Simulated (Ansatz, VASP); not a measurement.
# Two plane-wave programs on Ag

```xyz
1
Lattice="0.0000 2.1248 2.2065 2.1248 0.0000 2.2065 2.1248 2.1248 0.0000" Properties=species:S:1:pos:R:3 pbc="T T T"
Ag    0.0000    0.0000    0.0000
```

Change from the starting cell: strain +0.040 along x and y, +0.080 along z, atoms carried along.

Alike in both runs: task single point; functional PBE; k mesh 20 × 20 × 20; occupations gaussian, width 0.15 eV; no spin polarisation.

```csv
,VASP,Ansatz
version,VASP 6.6.1,Ansatz 0.2.0
potentials or method,"VASP PAW PBE potentials, release 64 (Ag), cutoff 520 eV","scalar-relativistic, plane waves, PAW"
valence electrons in the cell,11,19
```

|  | VASP | Ansatz | Ansatz less VASP |
| --- | --- | --- | --- |
| gap on the k mesh at the Fermi level (eV) | none | none | - |
| pressure (GPa) | -7.3 | -7.3 | +0.01 |
| traceless stress, the component that is largest in VASP (GPa) | -0.67 | -0.67 | -0.005 |

A gap of «none» marks a metal or a gap that the smearing closes. VASP's potentials hold 11 valence electrons a cell and Ansatz's 19, so a difference there can come from the potentials and not from the codes.
